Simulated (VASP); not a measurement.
# Ge (I4_1/amd) in VASP: a series of runs, part 2 of 3

VASP 6.6.1.

## 3. Single point, PBEsol (strain +0.000 along x and y, +0.015 along z)

Input file INCAR:

```
  PREC = Accurate
  ENCUT = 520
  EDIFF = 1E-6
  ISMEAR = 0
  SIGMA = 0.15
  LREAL = F
  LASPH = T
  NELM = 100
  ALGO = Normal
  ISIF = 2
  LWAVE = F
  LCHARG = F
  GGA = PS
  NBANDS = 21
```

Input file KPOINTS:

```
Automatic mesh
0
Gamma
  20 20 20
```

Input file POSCAR:

```
Ge
1.0
   -2.5744897190      2.5744897190      1.4183738328
    2.5744897190     -2.5744897190      1.4183738328
    2.5744897190      2.5744897190     -1.4183738328
Ge
2
Direct
    0.2500000000      0.7500000000      0.5000000000
    0.5000000000      0.5000000000      0.0000000000
```

Potentials or basis: VASP PAW PBE potentials, release 64 (Ge_d).

Started as:

```console
cat potpaw_PBE.64/Ge_d/POTCAR > POTCAR
mpirun -np 1 vasp_std > vasp.out
```

OUTCAR:

```text
PREC = Accurate
   ENCUT = 520
   EDIFF = 1E-6
   ISMEAR = 0
   LREAL = F
   LASPH = T
   NELM = 100
   ISIF = 2
   GGA = PS

 ion  position               nearest neighbor table
   1  0.250  0.750  0.500-   2 2.67   2 2.67   2 2.67   2 2.67
   2  0.500  0.500  0.000-   1 2.67   1 2.67   1 2.67   1 2.67

  LATTYP: Found a body centered tetragonal cell.
 ALAT       =     5.1489794380
 C/A-ratio  =     0.5509339666

  Lattice vectors:

 A1 = (  -2.5744897190,   2.5744897190,   1.4183738328)
 A2 = (   2.5744897190,  -2.5744897190,   1.4183738328)
 A3 = (   2.5744897190,   2.5744897190,  -1.4183738328)

Analysis of symmetry for initial positions (statically):
=====================================================================
 Subroutine PRICEL returns:
 Original cell was already a primitive cell.

 Routine SETGRP: Setting up the symmetry group for a
 body centered tetragonal supercell.

 Subroutine GETGRP returns: Found 16 space group operations
 (whereof  8 operations were pure point group operations)
 out of a pool of 16 trial point group operations.

The static configuration has the point symmetry D_2d.
 The point group associated with its full space group is D_4h.

Analysis of symmetry for dynamics (positions and initial velocities):
=====================================================================
 Subroutine PRICEL returns:
 Original cell was already a primitive cell.

 Routine SETGRP: Setting up the symmetry group for a
 body centered tetragonal supercell.

 Subroutine GETGRP returns: Found 16 space group operations
 (whereof  8 operations were pure point group operations)
 out of a pool of 16 trial point group operations.

The dynamic configuration has the point symmetry D_2d.
 The point group associated with its full space group is D_4h.

 Subroutine INISYM returns: Found 16 space group operations
 (whereof  8 operations are pure point group operations),
 and found     1 'primitive' translations

----------------------------------------------------------------------------------------

                                     Primitive cell

  volume of cell :      37.6039

  direct lattice vectors                    reciprocal lattice vectors
    -2.574489719  2.574489719  1.418373833     0.000000000  0.194213244  0.352516374
     2.574489719 -2.574489719  1.418373833     0.194213244  0.000000000  0.352516374
     2.574489719  2.574489719 -1.418373833     0.194213244  0.194213244  0.000000000

  length of vectors
     3.907400537  3.907400537  3.907400537     0.402475562  0.402475562  0.274659004

  position of ions in fractional coordinates (direct lattice)
     0.250000000  0.750000000  0.500000000
     0.500000000  0.500000000  0.000000000

  ion indices of the primitive-cell ions
   primitive index   ion index
                 1           1
                 2           2

----------------------------------------------------------------------------------------

 KPOINTS: Automatic mesh

Automatic generation of k-mesh.
 Grid dimensions read from file:
 generate k-points for:   20   20   20

 Generating k-lattice:

  Cartesian coordinates                     Fractional coordinates (reciprocal lattice)
     0.000000000  0.009710662  0.017625819     0.050000000  0.000000000  0.000000000
     0.009710662  0.000000000  0.017625819     0.000000000  0.050000000  0.000000000
     0.009710662  0.009710662  0.000000000     0.000000000  0.000000000  0.050000000

  Length of vectors
     0.020123778  0.020123778  0.013732950

  Shift w.r.t. Gamma in fractional coordinates (k-lattice)
     0.000000000  0.000000000  0.000000000

 Subroutine IBZKPT returns following result:
 ===========================================

 Found    641 irreducible k-points:

 Following reciprocal coordinates:
            Coordinates               Weight
  0.000000  0.000000  0.000000      1.000000
  0.050000  0.000000 -0.000000      8.000000
  0.100000  0.000000 -0.000000      8.000000
  0.150000  0.000000 -0.000000      8.000000
  0.200000  0.000000 -0.000000      8.000000
  0.250000  0.000000 -0.000000      8.000000
[... 16 lines left out ...]
 -0.400000  0.050000  0.000000     16.000000
 -0.350000  0.050000  0.000000     16.000000
 [... further k-points ...]
   k-points           NKPTS =    641   k-points in BZ     NKDIM =    641   number of bands    NBANDS=     21
   number of dos      NEDOS =    301   number of ions     NIONS =      2
   total plane-waves  NPLWV =  27000
   dimension x,y,z NGX =    30 NGY =   30 NGZ =   30
   dimension x,y,z NGXF=    60 NGYF=   60 NGZF=   60
   ions per type =               2
   NGX,Y,Z   is equivalent  to a cutoff of  12.76, 12.76, 12.76 a.u.
   NGXF,Y,Z  is equivalent  to a cutoff of  25.53, 25.53, 25.53 a.u.
 SYSTEM =  unknown system
   PREC   = accura    normal or accurate (medium, high low for compatibility)
   ISTART =      0    job   : 0-new  1-cont  2-samecut
   ICHARG =      2    charge: 1-file 2-atom 10-const
   ISPIN  =      1    spin polarized calculation?
   LNONCOLLINEAR =      F non collinear calculations
   LSORBIT =      F    spin-orbit coupling
   LASPH  =      T    aspherical Exc in radial PAW
   ENCUT  =  520.0 eV  38.22 Ry    6.18 a.u.   7.27  7.27  7.27*2*pi/ulx,y,z
   NELM   =    100;   NELMIN=  2; NELMDL= -5     # of ELM steps
   EDIFF  = 0.1E-05   stopping-criterion for ELM
   LREAL  =      F    real-space projection
   EDIFFG = 0.1E-04   stopping-criterion for IOM
   NSW    =      0    number of steps for IOM
   IBRION =     -1    ionic relax: 0-MD 1-quasi-New 2-CG
   NFREE  =      0    steps in history (QN), initial steepest desc. (CG)
   ISIF   =      2    stress and relaxation
   ISYM   =      2    0-nonsym 1-usesym 2-fastsym
   POTIM  = 0.5000    time-step for ionic-motion
   TEBEG  =    0.0;   TEEND  =   0.0 temperature during run
   PSTRESS=    0.0 pullay stress
   NELECT =      28.0000    total number of electrons
   NUPDOWN=      -1.0000    fix difference up-down
   EMIN   =  10.00;   EMAX   =-10.00  energy-range for DOS
   EFERMI =   0.00;   METHOD = LEGACY
   ISMEAR =     0;   SIGMA  =   0.15  broadening in eV -4-tet -1-fermi 0-gaus
   EFERMI_NEDOS =   21; number of points for ismear=-14 and -15
   IALGO  =     38    algorithm
   IMIX   =      4    mixing-type and parameters
     AMIX     =   0.40;   BMIX     =  1.00
     AMIX_MAG =   1.60;   BMIX_MAG =  1.00
  volume/ion in A,a.u.               =      18.80       126.88
  Fermi-wavevector in a.u.,A,eV,Ry     =   1.483827  2.804026 29.956512  2.201742
  Thomas-Fermi vector in A             =   2.597440
   LORBIT       =      0    0 simple, 1 ext, 2 COOP (PROOUT), +10 PAW based schemes
   GGA     = PS    functional components
   LHFCALC =     F    Hartree Fock is set to
   AEXX    =    0.0000 exact exchange contribution
   IVDW    =     0    specifies the selected vdW correction
   LEPSILON=     F    determine dielectric tensor
   LRPA    =     F    only Hartree local field effects (RPA)
 non-spin polarized calculation
 Gauss-broadening in eV      SIGMA  =   0.15
  energy-cutoff  :      520.00
  volume of cell :       37.60
 maximum number of plane-waves:      1037
 NGX is ok and might be reduce to    30
   NGX = 15   NGY = 15   NGZ = 15

 number of electron      28.0000022 magnetization

 Free energy of the ion-electron system (eV)
  ---------------------------------------------------
  ext. energy  EPLUGINS =         0.00000000
  ---------------------------------------------------
  free energy    TOTEN  =        -9.53700167 eV

  energy without entropy =       -9.52876231  energy(sigma->0) =       -9.53288199

 E-fermi :   6.4801     XC(G=0): -11.3943

 val. band max:        6.4800971992   @ k =  -0.1500  -0.4500   0.1000
 cond. band min:       6.4860368655   @ k =  -0.2500   0.2500   0.2500
 fundamental gap:      0.0059396663
 Fermi energy:         6.4801302924

 k-point     1 :       0.0000    0.0000    0.0000
  band No.  band energies     occupation
      1     -18.1673      2.00000
      2     -18.1158      2.00000
      3     -18.0926      2.00000
      4     -18.0840      2.00000
      5     -17.9925      2.00000
      6     -17.9925      2.00000
[... 13 lines left out ...]
     20      18.1521      0.00000
     21      19.0244      0.00000
[... 529 lines left out ...]
 k-point    24 :      -0.3500    0.0500    0.0000
  band No.  band energies     occupation
      1     -18.1341      2.00000
      2     -18.0649      2.00000
      3     -18.0588      2.00000
      4     -18.0543      2.00000
      5     -18.0275      2.00000
      6     -18.0077      2.00000
[... 13 lines left out ...]
     20      15.1952      0.00000
     21      17.6417      0.00000

 [... further k-points ...]

------------------------ aborting loop because EDIFF is reached ----------------------------------------

  FORCE on cell =-STRESS in cart. coord.  units (eV):
  Direction    XX          YY          ZZ          XY          YZ          ZX
  --------------------------------------------------------------------------------------
  -------------------------------------------------------------------------------------
  Total       -0.4514278     -0.4514278     -0.4198660      0.0000000      0.0000000      0.0000000
  in kB      -19.2338322    -19.2338322    -17.8890896      0.0000000      0.0000000      0.0000000
  external PRESSURE =     -18.7855847 kB  Pullay stress =       0.0000000 kB

 VOLUME and BASIS-vectors are now :
 -----------------------------------------------------------------------------
  energy-cutoff  :      520.00
  volume of cell :       37.60
      direct lattice vectors                 reciprocal lattice vectors
    -2.574489719  2.574489719  1.418373833     0.000000000  0.194213244  0.352516374
     2.574489719 -2.574489719  1.418373833     0.194213244  0.000000000  0.352516374
     2.574489719  2.574489719 -1.418373833     0.194213244  0.194213244  0.000000000

 POSITION                                       TOTAL-FORCE (eV/Angst)
 -----------------------------------------------------------------------------------
      2.57449      0.00000      0.70919        -0.000000     -0.000000      0.000000
      0.00000      0.00000      1.41837         0.000000      0.000000     -0.000000
 -----------------------------------------------------------------------------------
    total drift:                                0.000000     -0.000000      0.000000

  FREE ENERGIE OF THE ION-ELECTRON SYSTEM (eV)
  ---------------------------------------------------
  free  energy   TOTEN  =        -9.5370016724 eV

  energy  without entropy=       -9.5287623143  energy(sigma->0) =       -9.53288199
```

OSZICAR:

```text
N       E                     dE             d eps       ncg     rms          rms(c)
DAV:   1     0.176320490820E+03    0.17632E+03   -0.14133E+04 30517   0.381E+03
DAV:   2     0.145691530658E+02   -0.16175E+03   -0.15681E+03 27042   0.595E+02
DAV:   3    -0.891133702917E+01   -0.23480E+02   -0.23290E+02 30650   0.133E+02
DAV:   4    -0.957143745247E+01   -0.66010E+00   -0.65968E+00 30138   0.261E+01
DAV:   5    -0.958120717976E+01   -0.97697E-02   -0.97695E-02 30505   0.348E+00    0.213E+00
DAV:   6    -0.954939182792E+01    0.31815E-01   -0.32989E-02 36789   0.319E+00    0.116E+00
DAV:   7    -0.953750423844E+01    0.11888E-01   -0.17901E-02 36693   0.206E+00    0.136E-01
DAV:   8    -0.953699742219E+01    0.50682E-03   -0.24309E-03 32430   0.893E-01    0.440E-02
DAV:   9    -0.953700135819E+01   -0.39360E-05   -0.58847E-05 32787   0.980E-02    0.102E-02
DAV:  10    -0.953700167241E+01   -0.31422E-06   -0.31042E-06 27441   0.224E-02
   1 F= -.95370017E+01 E0= -.95328820E+01  d E =-.823936E-02
```

stdout:

```text
POSCAR found type information on POSCAR Ge
 POSCAR found :  1 types and       2 ions
 scaLAPACK will be used
 -----------------------------------------------------------------------------
|                                                                             |
|                                                                             |
|     You enforced a specific xc type in the INCAR file but a different       |
|     I HOPE YOU KNOW WHAT YOU ARE DOING!                                     |
|                                                                             |
 -----------------------------------------------------------------------------

 LDA part: xc-table for (Slater+PW92), standard interpolation
 POSCAR, INCAR and KPOINTS ok, starting setup
 FFT: planning ... GRIDC
 FFT: planning ... GRID_SOFT
 FFT: planning ... GRID
 WAVECAR not read
 entering main loop
```

Wall time 7.1 min (1 thread of Intel Xeon 8259CL, shared host); peak memory 0.49 GiB.

What came out:

| Property | Result |
| --- | --- |
| Free energy | -9.5370 eV |
| Pressure | -1.9 GPa |
| Band gap on the k mesh | zero (bands 14 and 15 overlap by 5.17 eV) |

Levels at points of the mesh, in eV from the Fermi level:
| k point | band 12 | band 13 | band 14 | band 15 | band 16 | band 17 |
| --- | --- | --- | --- | --- | --- | --- |
| (0.00, 0.00, 0.00) | -3.92 | -2.22 | -2.22 | 3.35 | 7.64 | 7.64 |
| (0.50, 0.00, 0.00) | -6.38 | -2.62 | -1.91 | -1.39 | 2.47 | 3.54 |
| (0.50, 0.50, 0.00) | -10.43 | 0.71 | 0.71 | 2.02 | 2.02 | 7.17 |
| (0.50, 0.50, 0.50) | -8.74 | -5.80 | -5.80 | 5.78 | 5.78 | 11.05 |

Caveat: the cell differs from its parent crystal (strain +0.000 along x and y, +0.015 along z); the PAW data sets were made with another functional, which shifts forces and pressure a little.

[end of part 2 of 3]
